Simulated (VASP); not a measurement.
# Ti3N3O in VASP: further runs

The runs below take Ti3N3O through single point, relaxation of the atoms, with PBE.

Everything below comes from runs of VASP 6.6.1. Logs are shortened: lines on timing, memory, paths and dates and some standing lists are left out, and cuts for length are marked.

## (1) The cell of the first run

The cell holds a slab with vacuum, 7 atoms: a = 3.003 Å, b = 3.003 Å, c = 21.554 Å, α = 90.00°, β = 90.00°, γ = 120.00°.

## (2) Single point, PBE

Input file INCAR:

```
PREC = Accurate
ENCUT = 520
EDIFF = 1E-6
ISMEAR = 0
SIGMA = 0.1
LREAL = False
LASPH = True
NELM = 80
ALGO = Normal
ISIF = 2
LWAVE = False
LCHARG = True
LDIPOL = True
IDIPOL = 3
DIPOL = 0.5 0.5 0.359
GGA = PE
LELF = True
LVHAR = True
LVACPOTAV = True
NBANDS = 38
```

Input file KPOINTS:

```
regular mesh
0
Gamma
  9 9 1
```

Input file POSCAR:

```
Ti3N3O
1.0
    3.0028555065      0.0000000000      0.0000000000
   -1.5014277533      2.6005491525      0.0000000000
    0.0000000000      0.0000000000     21.5541471922
N Ti O
3 3 1
Direct
    0.3333333333      0.6666666667      0.1855791354
    0.0000000000      0.0000000000      0.2993308525
    0.6666666667      0.3333333333      0.4147299352
    0.6666666667      0.3333333333      0.2424549940
    0.3333333333      0.6666666667      0.3575097830
    0.0000000000      0.0000000000      0.4686243085
    0.0000000000      0.0000000000      0.5437192364
```

Potentials or basis: VASP PAW PBE potentials, release 64 (N, Ti_sv, O).

Run with:

```
cat potpaw_PBE.64/N/POTCAR potpaw_PBE.64/Ti_sv/POTCAR potpaw_PBE.64/O/POTCAR > POTCAR
mpirun -np 1 vasp_std > vasp.out
```

OUTCAR:

```text
PREC = Accurate
   ENCUT = 520
   EDIFF = 1E-6
   ISMEAR = 0
   LREAL = False
   LASPH = True
   NELM = 80
   ISIF = 2
   GGA = PE

 ion  position               nearest neighbor table
   1  0.333  0.667  0.186-   4 2.12   4 2.12   4 2.12
   2  0.000  0.000  0.299-   4 2.12   4 2.12   4 2.12   5 2.14   5 2.14   5 2.14
   3  0.667  0.333  0.415-   6 2.09   6 2.09   6 2.09   5 2.13   5 2.13   5 2.13
   4  0.667  0.333  0.242-   2 2.12   2 2.12   2 2.12   1 2.12   1 2.12   1 2.12
   5  0.333  0.667  0.358-   3 2.13   3 2.13   3 2.13   2 2.14   2 2.14   2 2.14
   6  0.000  0.000  0.469-   7 1.62   3 2.09   3 2.09   3 2.09
   7  0.000  0.000  0.544-   6 1.62

  LATTYP: Found a hexagonal cell.
 ALAT       =     3.0028555065
 C/A-ratio  =     7.1778835663

  Lattice vectors:

 A1 = (   3.0028555065,   0.0000000000,   0.0000000000)
 A2 = (  -1.5014277533,   2.6005491525,   0.0000000000)
 A3 = (   0.0000000000,   0.0000000000,  21.5541471922)

Analysis of symmetry for initial positions (statically):
=====================================================================
 Subroutine PRICEL returns:
 Original cell was already a primitive cell.

 Routine SETGRP: Setting up the symmetry group for a
 hexagonal supercell.

 Subroutine GETGRP returns: Found  6 space group operations
 (whereof  6 operations were pure point group operations)
 out of a pool of 24 trial point group operations.

The static configuration has the point symmetry C_3v.

Analysis of symmetry for dynamics (positions and initial velocities):
=====================================================================
 Subroutine PRICEL returns:
 Original cell was already a primitive cell.

 Routine SETGRP: Setting up the symmetry group for a
 hexagonal supercell.

 Subroutine GETGRP returns: Found  6 space group operations
 (whereof  6 operations were pure point group operations)
 out of a pool of 24 trial point group operations.

The dynamic configuration has the point symmetry C_3v.

 Subroutine INISYM returns: Found  6 space group operations
 (whereof  6 operations are pure point group operations),
 and found     1 'primitive' translations

----------------------------------------------------------------------------------------

                                     Primitive cell

  volume of cell :     168.3179

  direct lattice vectors                    reciprocal lattice vectors
     3.002855506  0.000000000  0.000000000     0.333016357  0.192267083  0.000000000
    -1.501427753  2.600549153  0.000000000     0.000000000  0.384534166  0.000000000
     0.000000000  0.000000000 21.554147192     0.000000000  0.000000000  0.046394784

  length of vectors
     3.002855506  3.002855507 21.554147192     0.384534166  0.384534166  0.046394784

  position of ions in fractional coordinates (direct lattice)
     0.333333333  0.666666667  0.185579135
     0.000000000  0.000000000  0.299330852
     0.666666667  0.333333333  0.414729935
     0.666666667  0.333333333  0.242454994
     0.333333333  0.666666667  0.357509783
     0.000000000  0.000000000  0.468624308
     0.000000000  0.000000000  0.543719236

  ion indices of the primitive-cell ions
   primitive index   ion index
                 1           1
                 2           2
                 3           3
                 4           4
                 5           5
                 6           6
                 7           7

----------------------------------------------------------------------------------------

 KPOINTS: regular mesh

Automatic generation of k-mesh.
 Grid dimensions read from file:
 generate k-points for:    9    9    1

 Generating k-lattice:

  Cartesian coordinates                     Fractional coordinates (reciprocal lattice)
     0.037001817  0.021363009  0.000000000     0.111111111  0.000000000  0.000000000
     0.000000000  0.042726018  0.000000000     0.000000000  0.111111111  0.000000000
     0.000000000  0.000000000  0.046394784     0.000000000  0.000000000  1.000000000

  Length of vectors
     0.042726018  0.042726018  0.046394784

  Shift w.r.t. Gamma in fractional coordinates (k-lattice)
     0.000000000  0.000000000  0.000000000

 Subroutine IBZKPT returns following result:
 ===========================================

 Found     12 irreducible k-points:

 Following reciprocal coordinates:
            Coordinates               Weight
  0.000000  0.000000  0.000000      1.000000
  0.111111  0.000000  0.000000      6.000000
  0.222222 -0.000000  0.000000      6.000000
  0.333333  0.000000  0.000000      6.000000
  0.444444 -0.000000  0.000000      6.000000
  0.111111  0.111111  0.000000      6.000000
  0.222222  0.111111  0.000000     12.000000
  0.333333  0.111111  0.000000     12.000000
  0.444444  0.111111  0.000000      6.000000
  0.222222  0.222222  0.000000      6.000000
  0.333333  0.222222  0.000000     12.000000
  0.333333  0.333333  0.000000      2.000000
   k-points           NKPTS =     12   k-points in BZ     NKDIM =     12   number of bands    NBANDS=     38
   number of dos      NEDOS =    301   number of ions     NIONS =      7
   total plane-waves  NPLWV =  92160
   dimension x,y,z NGX =    24 NGY =   24 NGZ =  160
   dimension x,y,z NGXF=    48 NGYF=   48 NGZF=  320
   ions per type =               3   3   1
   NGX,Y,Z   is equivalent  to a cutoff of  13.29, 13.29, 12.34 a.u.
   NGXF,Y,Z  is equivalent  to a cutoff of  26.57, 26.57, 24.68 a.u.
 SYSTEM =  unknown system
   PREC   = accura    normal or accurate (medium, high low for compatibility)
   ISTART =      0    job   : 0-new  1-cont  2-samecut
   ICHARG =      2    charge: 1-file 2-atom 10-const
   ISPIN  =      1    spin polarized calculation?
   LNONCOLLINEAR =      F non collinear calculations
   LSORBIT =      F    spin-orbit coupling
   LASPH  =      T    aspherical Exc in radial PAW
   ENCUT  =  520.0 eV  38.22 Ry    6.18 a.u.   5.58  5.58 40.08*2*pi/ulx,y,z
   NELM   =     80;   NELMIN=  2; NELMDL= -5     # of ELM steps
   EDIFF  = 0.1E-05   stopping-criterion for ELM
   LREAL  =      F    real-space projection
   EDIFFG = 0.1E-04   stopping-criterion for IOM
   NSW    =      0    number of steps for IOM
   IBRION =     -1    ionic relax: 0-MD 1-quasi-New 2-CG
   NFREE  =      0    steps in history (QN), initial steepest desc. (CG)
   ISIF   =      2    stress and relaxation
   ISYM   =      2    0-nonsym 1-usesym 2-fastsym
   POTIM  = 0.5000    time-step for ionic-motion
   TEBEG  =    0.0;   TEEND  =   0.0 temperature during run
   PSTRESS=    0.0 pullay stress
   NELECT =      57.0000    total number of electrons
   NUPDOWN=      -1.0000    fix difference up-down
   EMIN   =  10.00;   EMAX   =-10.00  energy-range for DOS
   EFERMI =   0.00;   METHOD = LEGACY
   ISMEAR =     0;   SIGMA  =   0.10  broadening in eV -4-tet -1-fermi 0-gaus
   EFERMI_NEDOS =   21; number of points for ismear=-14 and -15
   IALGO  =     38    algorithm
   IMIX   =      4    mixing-type and parameters
     AMIX     =   0.40;   BMIX     =  1.00
     AMIX_MAG =   1.60;   BMIX_MAG =  1.00
  volume/ion in A,a.u.               =      24.05       162.27
  Fermi-wavevector in a.u.,A,eV,Ry     =   1.141098  2.156363 17.716214  1.302105
  Thomas-Fermi vector in A             =   2.277799
   LORBIT       =      0    0 simple, 1 ext, 2 COOP (PROOUT), +10 PAW based schemes
   GGA     = PE    functional components
   LHFCALC =     F    Hartree Fock is set to
   AEXX    =    0.0000 exact exchange contribution
   IVDW    =     0    specifies the selected vdW correction
   LEPSILON=     F    determine dielectric tensor
   LRPA    =     F    only Hartree local field effects (RPA)
 non-spin polarized calculation
 Gauss-broadening in eV      SIGMA  =   0.10
  energy-cutoff  :      520.00
  volume of cell :      168.32
 maximum number of plane-waves:      4581
 NGX is ok and might be reduce to    24
   NGX = 11   NGY = 11   NGZ = 81

 dipolmoment           0.000000      0.000000     -0.002789 electrons x Angstroem

 number of electron      57.0000014 magnetization

 dipolmoment           0.000000      0.000000      0.021826 electrons x Angstroem

 Free energy of the ion-electron system (eV)
  ---------------------------------------------------
  ext. energy  EPLUGINS =         0.00000000
  ---------------------------------------------------
  free energy    TOTEN  =       -61.78981705 eV

  energy without entropy =      -61.76901823  energy(sigma->0) =      -61.77941764

 E-fermi :  -1.4415     XC(G=0):  -5.8277

 val. band max:       -1.6038678786   @ k =   0.3333   0.1111   0.0000
 cond. band min:      -1.4351441197   @ k =   0.2222   0.2222   0.0000
 fundamental gap:      0.1687237588
 Fermi energy:        -1.4414775042

 k-point     1 :       0.0000    0.0000    0.0000
  band No.  band energies     occupation
      1     -59.0845      2.00000
      2     -58.0332      2.00000
      3     -58.0201      2.00000
      4     -35.4711      2.00000
      5     -35.1445      2.00000
      6     -35.1445      2.00000
[... 30 lines left out ...]
     37       1.3883      0.00000
     38       1.5797      0.00000

 k-point     2 :       0.1111    0.0000    0.0000
  band No.  band energies     occupation
      1     -59.0771      2.00000
      2     -58.0261      2.00000
      3     -58.0130      2.00000
      4     -35.4553      2.00000
      5     -35.2035      2.00000
      6     -35.1567      2.00000
[... 30 lines left out ...]
     37       1.4803      0.00000
     38       1.6988      0.00000
[... 367 lines left out ...]
     37       2.3409      0.00000
     38       2.6670      0.00000

 k-point    12 :       0.3333    0.3333    0.0000
  band No.  band energies     occupation
      1     -59.0131      2.00000
      2     -57.9646      2.00000
      3     -57.9506      2.00000
      4     -35.4743      2.00000
      5     -35.4728      2.00000
      6     -35.3151      2.00000
[... 30 lines left out ...]
     37       2.6140      0.00000
     38       2.6734      0.00000

------------------------ aborting loop because EDIFF is reached ----------------------------------------

  FORCE on cell =-STRESS in cart. coord.  units (eV):
  Direction    XX          YY          ZZ          XY          YZ          ZX
  --------------------------------------------------------------------------------------
  -------------------------------------------------------------------------------------
  Total        2.7572604      2.7572604     -3.0621015     -0.0000000      0.0000000      0.0000000
  in kB       26.2456914     26.2456914    -29.1473999     -0.0000000      0.0000000      0.0000000
  external PRESSURE =       7.7813276 kB  Pullay stress =       0.0000000 kB

 VOLUME and BASIS-vectors are now :
 -----------------------------------------------------------------------------
  energy-cutoff  :      520.00
  volume of cell :      168.32
      direct lattice vectors                 reciprocal lattice vectors
     3.002855506  0.000000000  0.000000000     0.333016357  0.192267083  0.000000000
    -1.501427753  2.600549153  0.000000000     0.000000000  0.384534166  0.000000000
     0.000000000  0.000000000 21.554147192     0.000000000  0.000000000  0.046394784

 POSITION                                       TOTAL-FORCE (eV/Angst)
 -----------------------------------------------------------------------------------
     -0.00000      1.73370      4.00000        -0.000000     -0.000000      4.182849
      0.00000      0.00000      6.45182         0.000000     -0.000000      1.142211
      1.50143      0.86685      8.93915         0.000000     -0.000000      0.122974
      1.50143      0.86685      5.22591        -0.000000      0.000000     -5.279446
     -0.00000      1.73370      7.70582        -0.000000      0.000000     -0.181367
      0.00000      0.00000     10.10080         0.000000     -0.000000     -0.408415
      0.00000      0.00000     11.71940         0.000000     -0.000000      0.421194
 -----------------------------------------------------------------------------------
    total drift:                               -0.000000     -0.000000     -0.000678

  FREE ENERGIE OF THE ION-ELECTRON SYSTEM (eV)
  ---------------------------------------------------
  free  energy   TOTEN  =       -61.7898170496 eV

  energy  without entropy=      -61.7690182343  energy(sigma->0) =      -61.77941764

 vacuum level on the upper side and lower side of the slab         7.242         6.739
```

Wall time 68 s (1 thread of Intel Xeon 6975P-C (Granite Rapids), shared host); peak memory 0.31 GiB.

Results:

```yaml
Free_energy: -61.7898 eV
Largest_force: 5.279 eV/Å
Band_gap_on_the_k_mesh: zero (an odd number of electrons rules out a gap without spin polarisation)
```

Forces in eV/Å, atoms in the order of the input:
```
N    0.000  0.000  4.183
N    0.000  0.000  1.142
N    0.000  0.000  0.123
Ti   0.000  0.000 -5.279
Ti   0.000  0.000 -0.181
Ti   0.000  0.000 -0.408
O    0.000  0.000  0.421
```

Caveat: an odd number of electrons without spin polarisation forces a metal; a magnetic or distorted state may lie lower.

## (3) Single point, PBE

Input file INCAR:

```
SYSTEM = Ti3N3O
PREC = Accurate
ENCUT = 520
EDIFF = 1E-6
ISMEAR = 0
SIGMA = 0.1
LREAL = .False.
LASPH = .True.
NELM = 60
ALGO = Normal
ISIF = 2
LWAVE = .False.
LCHARG = .False.
LDIPOL = .True.
IDIPOL = 3
DIPOL = 0.5 0.5 0.356
GGA = PE
NBANDS = 38
```

Input file KPOINTS:

```
regular mesh
0
Gamma
  9 9 1
  0 0 0
```

POSCAR: that of step 2 with these lines changed.

```diff
@@ -13,3 +13,3 @@
     0.3333333333      0.6666666667      0.3575097830
-    0.0000000000      0.0000000000      0.4686243085
-    0.0000000000      0.0000000000      0.5437192364
+    0.0000000000      0.0000000000      0.4727355986
+    0.3333333333      0.6666666667      0.5163574576
```

Potentials or basis: VASP PAW PBE potentials, release 64 (N, Ti_sv, O).

Run with:

```
cat potpaw_PBE.64/N/POTCAR potpaw_PBE.64/Ti_sv/POTCAR potpaw_PBE.64/O/POTCAR > POTCAR
mpirun -np 1 vasp_std > vasp.out
```

Wall time 74 s (1 thread of Intel Xeon 6975P-C (Granite Rapids), shared host); peak memory 0.32 GiB.

Results (log left out):

```
Free energy            : -64.3735 eV
Largest force          : 5.333 eV/Å
Band gap on the k mesh : zero (an odd number of electrons rules out a gap without spin polarisation)
```

Forces on the atoms (eV/Å):
```
N    0.000  0.000  4.194
N    0.000  0.000  1.277
N    0.000  0.000  0.033
Ti   0.000  0.000 -5.333
Ti   0.000  0.000 -0.204
Ti   0.000  0.000 -0.023
O    0.000  0.000  0.057
```

Levels at points of the mesh, in eV from the Fermi level:
| k point | band 26 | band 27 | band 28 | band 29 | band 30 | band 31 |
| --- | --- | --- | --- | --- | --- | --- |
| (0.00, 0.00, 0.00) | -0.90 | -0.14 | -0.14 | 0.08 | 0.08 | 0.55 |

Caveat: an odd number of electrons without spin polarisation forces a metal; a magnetic or distorted state may lie lower.

(Part 1 of 2 ends here.)
